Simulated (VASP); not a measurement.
# LiGe6As8 (Fm-3m) in VASP: further runs

Runs on LiGe6As8. Level: PBE. Tasks: single point, relaxation of cell and atoms.

All numbers are computed with VASP 6.6.1; they aren't measurements. Logs are shortened: lines on timing, memory, paths and dates and some standing lists are left out, and cuts for length are marked.

## Step 1: The cell of the first run

It takes space group Fm-3m (No. 225, cubic). The conventional cell has a = 11.960 Å, b = 11.960 Å, c = 11.960 Å, α = 90.00°, β = 90.00°, γ = 90.00°. Within 5.5 Å of Li (site symmetry m-3m) lie 12 Ge at 4.23 Å and 24 As at 5.00 Å. Ge (site symmetry mmm) has 4 As at 2.67 Å within 3.5 Å. As (site symmetry 3m) has 3 Ge at 2.67 Å and 3 As at 2.74 Å within 3.5 Å.

## Step 2: Single point, PBE

File INCAR:

```
  ALGO = Normal
  EDIFF = 1E-6
  ENCUT = 520
  GGA = PE
  ISIF = 2
  ISMEAR = 0
  LASPH = T
  LCHARG = T
  LELF = T
  LREAL = Auto
  LVHAR = T
  LWAVE = F
  NBANDS = 76
  NELM = 100
  PREC = Accurate
  SIGMA = 0.1
```

File KPOINTS:

```
k-points
0
Gamma
  6 6 6
```

File POSCAR:

```
LiGe6As8
1.0
    0.0000000000      5.9799268472      5.9799268472
    5.9799268472      0.0000000000      5.9799268472
    5.9799268472      5.9799268472      0.0000000000
Li Ge As
1 6 8
Direct
    0.5000000000      0.5000000000      0.5000000000
    0.5000000000      0.0000000000      0.5000000000
    0.5000000000      0.0000000000      0.0000000000
    0.0000000000      0.0000000000      0.5000000000
    0.0000000000      0.5000000000      0.0000000000
    0.0000000000      0.5000000000      0.5000000000
    0.5000000000      0.5000000000      0.0000000000
    0.8854149249      0.3437552253      0.8854149249
    0.1145850751      0.1145850751      0.1145850751
    0.8854149249      0.8854149249      0.8854149249
    0.6562447747      0.1145850751      0.1145850751
    0.8854149249      0.8854149249      0.3437552253
    0.3437552253      0.8854149249      0.8854149249
    0.1145850751      0.1145850751      0.6562447747
    0.1145850751      0.6562447747      0.1145850751
```

Potentials or basis: VASP PAW PBE potentials, release 64 (Li_sv, Ge_d, As).

On the command line:

```bash
> cat potpaw_PBE.64/Li_sv/POTCAR potpaw_PBE.64/Ge_d/POTCAR potpaw_PBE.64/As/POTCAR > POTCAR
> mpirun -np 1 vasp_std > vasp.out
```

OUTCAR:

```text
EDIFF = 1E-6
   ENCUT = 520
   GGA = PE
   ISIF = 2
   ISMEAR = 0
   LASPH = T
   LREAL = Auto
   NELM = 100
   PREC = Accurate

 ion  position               nearest neighbor table
   1  0.500  0.500  0.500-
   2  0.500  0.000  0.500-  11 2.67  12 2.67  13 2.67  14 2.67
   3  0.500  0.000  0.000-   9 2.67  10 2.67  11 2.67  13 2.67
   4  0.000  0.000  0.500-   9 2.67  10 2.67  12 2.67  14 2.67
   5  0.000  0.500  0.000-   9 2.67  10 2.67   8 2.67  15 2.67
   6  0.000  0.500  0.500-   8 2.67  12 2.67  14 2.67  15 2.67
   7  0.500  0.500  0.000-   8 2.67  11 2.67  13 2.67  15 2.67
   8  0.885  0.344  0.885-   6 2.67   7 2.67   5 2.67  11 2.74  14 2.74   9 2.74
   9  0.115  0.115  0.115-   3 2.67   4 2.67   5 2.67   8 2.74  12 2.74  13 2.74
  10  0.885  0.885  0.885-   3 2.67   4 2.67   5 2.67  11 2.74  14 2.74  15 2.74
  11  0.656  0.115  0.115-   2 2.67   7 2.67   3 2.67   8 2.74  12 2.74  10 2.74
  12  0.885  0.885  0.344-   2 2.67   6 2.67   4 2.67  11 2.74  15 2.74   9 2.74
  13  0.344  0.885  0.885-   2 2.67   7 2.67   3 2.67  14 2.74  15 2.74   9 2.74
  14  0.115  0.115  0.656-   2 2.67   6 2.67   4 2.67   8 2.74  13 2.74  10 2.74
  15  0.115  0.656  0.115-   6 2.67   7 2.67   5 2.67  12 2.74  13 2.74  10 2.74

  LATTYP: Found a face centered cubic cell.
 ALAT       =    11.9598536944

  Lattice vectors:

 A1 = (   0.0000000000,   5.9799268472,   5.9799268472)
 A2 = (   5.9799268472,   0.0000000000,   5.9799268472)
 A3 = (   5.9799268472,   5.9799268472,   0.0000000000)

Analysis of symmetry for initial positions (statically):
=====================================================================
 Subroutine PRICEL returns:
 Original cell was already a primitive cell.

 Routine SETGRP: Setting up the symmetry group for a
 face centered cubic supercell.

 Subroutine GETGRP returns: Found 48 space group operations
 (whereof 48 operations were pure point group operations)
 out of a pool of 48 trial point group operations.

The static configuration has the point symmetry O_h .

Analysis of symmetry for dynamics (positions and initial velocities):
=====================================================================
 Subroutine PRICEL returns:
 Original cell was already a primitive cell.

 Routine SETGRP: Setting up the symmetry group for a
 face centered cubic supercell.

 Subroutine GETGRP returns: Found 48 space group operations
 (whereof 48 operations were pure point group operations)
 out of a pool of 48 trial point group operations.

The dynamic configuration has the point symmetry O_h .

 Subroutine INISYM returns: Found 48 space group operations
 (whereof 48 operations are pure point group operations),
 and found     1 'primitive' translations

----------------------------------------------------------------------------------------

                                     Primitive cell

  volume of cell :     427.6787

  direct lattice vectors                    reciprocal lattice vectors
     0.000000000  5.979926847  5.979926847    -0.083613063  0.083613063  0.083613063
     5.979926847  0.000000000  5.979926847     0.083613063 -0.083613063  0.083613063
     5.979926847  5.979926847  0.000000000     0.083613063  0.083613063 -0.083613063

  length of vectors
     8.456893649  8.456893649  8.456893649     0.144822073  0.144822073  0.144822073

  position of ions in fractional coordinates (direct lattice)
     0.500000000  0.500000000  0.500000000
     0.500000000  0.000000000  0.500000000
     0.500000000  0.000000000  0.000000000
     0.000000000  0.000000000  0.500000000
     0.000000000  0.500000000  0.000000000
     0.000000000  0.500000000  0.500000000
     0.500000000  0.500000000  0.000000000
     0.885414925  0.343755225  0.885414925
     0.114585075  0.114585075  0.114585075
     0.885414925  0.885414925  0.885414925
     0.656244775  0.114585075  0.114585075
     0.885414925  0.885414925  0.343755225
     0.343755225  0.885414925  0.885414925
     0.114585075  0.114585075  0.656244775
     0.114585075  0.656244775  0.114585075

  ion indices of the primitive-cell ions
   primitive index   ion index
                 1           1
                 2           2
                 3           3
                 4           4
                 5           5
                 6           6
                 7           7
                 8           8
                 9           9
                10          10
                11          11
                12          12
                13          13
                14          14
                15          15

----------------------------------------------------------------------------------------

 KPOINTS: k-points

Automatic generation of k-mesh.
 Grid dimensions read from file:
 generate k-points for:    6    6    6

 Generating k-lattice:

  Cartesian coordinates                     Fractional coordinates (reciprocal lattice)
    -0.013935510  0.013935510  0.013935510     0.166666667  0.000000000  0.000000000
     0.013935510 -0.013935510  0.013935510     0.000000000  0.166666667  0.000000000
     0.013935510  0.013935510 -0.013935510     0.000000000  0.000000000  0.166666667

  Length of vectors
     0.024137012  0.024137012  0.024137012

  Shift w.r.t. Gamma in fractional coordinates (k-lattice)
     0.000000000  0.000000000  0.000000000

 Subroutine IBZKPT returns following result:
 ===========================================

 Found     16 irreducible k-points:

 Following reciprocal coordinates:
            Coordinates               Weight
  0.000000  0.000000  0.000000      1.000000
  0.166667  0.000000  0.000000      8.000000
  0.333333  0.000000  0.000000      8.000000
  0.500000  0.000000  0.000000      4.000000
  0.166667  0.166667  0.000000      6.000000
  0.333333  0.166667  0.000000     24.000000
[... 8 lines left out ...]
 -0.333333  0.333333  0.166667     24.000000
 -0.333333  0.500000  0.166667     12.000000
   k-points           NKPTS =     16   k-points in BZ     NKDIM =     16   number of bands    NBANDS=     76
   number of dos      NEDOS =    301   number of ions     NIONS =     15
   total plane-waves  NPLWV = 262144
   dimension x,y,z NGX =    64 NGY =   64 NGZ =   64
   dimension x,y,z NGXF=   128 NGYF=  128 NGZF=  128
   ions per type =               1   6   8
   NGX,Y,Z   is equivalent  to a cutoff of  12.58, 12.58, 12.58 a.u.
   NGXF,Y,Z  is equivalent  to a cutoff of  25.16, 25.16, 25.16 a.u.
 SYSTEM =  unknown system
   PREC   = accura    normal or accurate (medium, high low for compatibility)
   ISTART =      0    job   : 0-new  1-cont  2-samecut
   ICHARG =      2    charge: 1-file 2-atom 10-const
   ISPIN  =      1    spin polarized calculation?
   LNONCOLLINEAR =      F non collinear calculations
   LSORBIT =      F    spin-orbit coupling
   LASPH  =      T    aspherical Exc in radial PAW
   ENCUT  =  520.0 eV  38.22 Ry    6.18 a.u.  15.72 15.72 15.72*2*pi/ulx,y,z
   NELM   =    100;   NELMIN=  2; NELMDL= -5     # of ELM steps
   EDIFF  = 0.1E-05   stopping-criterion for ELM
   LREAL  =      T    real-space projection
   EDIFFG = 0.1E-04   stopping-criterion for IOM
   NSW    =      0    number of steps for IOM
   IBRION =     -1    ionic relax: 0-MD 1-quasi-New 2-CG
   NFREE  =      0    steps in history (QN), initial steepest desc. (CG)
   ISIF   =      2    stress and relaxation
   ISYM   =      2    0-nonsym 1-usesym 2-fastsym
   POTIM  = 0.5000    time-step for ionic-motion
   TEBEG  =    0.0;   TEEND  =   0.0 temperature during run
   PSTRESS=    0.0 pullay stress
   NELECT =     127.0000    total number of electrons
   NUPDOWN=      -1.0000    fix difference up-down
   EMIN   =  10.00;   EMAX   =-10.00  energy-range for DOS
   EFERMI =   0.00;   METHOD = LEGACY
   ISMEAR =     0;   SIGMA  =   0.10  broadening in eV -4-tet -1-fermi 0-gaus
   EFERMI_NEDOS =   21; number of points for ismear=-14 and -15
   IALGO  =     38    algorithm
   IMIX   =      4    mixing-type and parameters
     AMIX     =   0.40;   BMIX     =  1.00
     AMIX_MAG =   1.60;   BMIX_MAG =  1.00
  volume/ion in A,a.u.               =      28.51       192.41
  Fermi-wavevector in a.u.,A,eV,Ry     =   1.092203  2.063965 16.230503  1.192908
  Thomas-Fermi vector in A             =   2.228464
   LORBIT       =      0    0 simple, 1 ext, 2 COOP (PROOUT), +10 PAW based schemes
   GGA     = PE    functional components
   LHFCALC =     F    Hartree Fock is set to
   AEXX    =    0.0000 exact exchange contribution
   IVDW    =     0    specifies the selected vdW correction
   LEPSILON=     F    determine dielectric tensor
   LRPA    =     F    only Hartree local field effects (RPA)
 non-spin polarized calculation
 Gauss-broadening in eV      SIGMA  =   0.10
  energy-cutoff  :      520.00
  volume of cell :      427.68
 maximum number of plane-waves:     11575
   NGX = 31   NGY = 31   NGZ = 31

 number of electron     127.0000101 magnetization

 Free energy of the ion-electron system (eV)
  ---------------------------------------------------
  ext. energy  EPLUGINS =         0.00000000
  ---------------------------------------------------
  free energy    TOTEN  =       -58.82388097 eV

  energy without entropy =      -58.77322962  energy(sigma->0) =      -58.79855529

 E-fermi :   2.9320     XC(G=0):  -8.4844

 val. band max:        2.9212273270   @ k =   0.5000   0.1667   0.0000
 cond. band min:       2.9448677348   @ k =   0.5000   0.3333   0.1667
 fundamental gap:      0.0236404078
 Fermi energy:         2.9320035198

 k-point     1 :       0.0000    0.0000    0.0000
  band No.  band energies     occupation
      1     -46.2058      2.00000
      2     -21.8714      2.00000
      3     -21.8688      2.00000
      4     -21.8688      2.00000
      5     -21.8688      2.00000
      6     -21.8672      2.00000
[... 1237 lines left out ...]
     74       5.3347      0.00000
     75       5.3457      0.00000
 [bands above 75 left out]

------------------------ aborting loop because EDIFF is reached ----------------------------------------

  FORCE on cell =-STRESS in cart. coord.  units (eV):
  Direction    XX          YY          ZZ          XY          YZ          ZX
  --------------------------------------------------------------------------------------
  -------------------------------------------------------------------------------------
  Total        0.1808381      0.1808381      0.1808381     -0.0000000     -0.0000000      0.0000000
  in kB        0.6774587      0.6774587      0.6774587     -0.0000000     -0.0000000      0.0000000
  external PRESSURE =       0.6774587 kB  Pullay stress =       0.0000000 kB

 VOLUME and BASIS-vectors are now :
 -----------------------------------------------------------------------------
  energy-cutoff  :      520.00
  volume of cell :      427.68
      direct lattice vectors                 reciprocal lattice vectors
     0.000000000  5.979926847  5.979926847    -0.083613063  0.083613063  0.083613063
     5.979926847  0.000000000  5.979926847     0.083613063 -0.083613063  0.083613063
     5.979926847  5.979926847  0.000000000     0.083613063  0.083613063 -0.083613063

 POSITION                                       TOTAL-FORCE (eV/Angst)
 -----------------------------------------------------------------------------------
      5.97993      5.97993      5.97993         0.000000      0.000000      0.000000
      2.98996      5.97993      2.98996         0.000000      0.000000     -0.000000
      0.00000      2.98996      2.98996         0.000000      0.000000      0.000000
      2.98996      2.98996      0.00000         0.000000      0.000000      0.000000
      2.98996      0.00000      2.98996         0.000000      0.000000      0.000000
      5.97993      2.98996      2.98996         0.000000      0.000000     -0.000000
      2.98996      2.98996      5.97993         0.000000      0.000000      0.000000
      7.35035     10.58943      7.35035         0.001744     -0.001744      0.001744
      1.37042      1.37042      1.37042         0.001744      0.001744      0.001744
     10.58943     10.58943     10.58943        -0.001744     -0.001744     -0.001744
      1.37042      4.60951      4.60951         0.001744     -0.001744     -0.001744
      7.35035      7.35035     10.58943         0.001744      0.001744     -0.001744
     10.58943      7.35035      7.35035        -0.001744      0.001744      0.001744
      4.60951      4.60951      1.37042        -0.001744     -0.001744      0.001744
      4.60951      1.37042      4.60951        -0.001744      0.001744     -0.001744
 -----------------------------------------------------------------------------------
    total drift:                                0.000000      0.000000     -0.000000

  FREE ENERGIE OF THE ION-ELECTRON SYSTEM (eV)
  ---------------------------------------------------
  free  energy   TOTEN  =       -58.8238809651 eV

  energy  without entropy=      -58.7732296181  energy(sigma->0) =      -58.79855529
```

Run time: 18 min. Hardware: 1 thread of AMD EPYC 9R45 (Zen 5), shared host; peak memory 0.7 GiB.

What came out:

- Free energy: -58.8239 eV
- Largest force: 0.003 eV/Å

Forces on the atoms (eV/Å):
```
Li   0.000  0.000  0.000
Ge   0.000  0.000  0.000
Ge   0.000  0.000  0.000
Ge   0.000  0.000  0.000
Ge   0.000  0.000  0.000
Ge   0.000  0.000  0.000
Ge   0.000  0.000  0.000
As   0.002 -0.002  0.002
As   0.002  0.002  0.002
As  -0.002 -0.002 -0.002
As   0.002 -0.002 -0.002
As   0.002  0.002 -0.002
As  -0.002  0.002  0.002
As  -0.002 -0.002  0.002
As  -0.002  0.002 -0.002
```

Caveat: the cutoff is under 1.25 times the usual one of these potentials, so pressure, stress and relaxed cells hold a basis-set (Pulay) error.

(Part 1 of 2 ends here.)
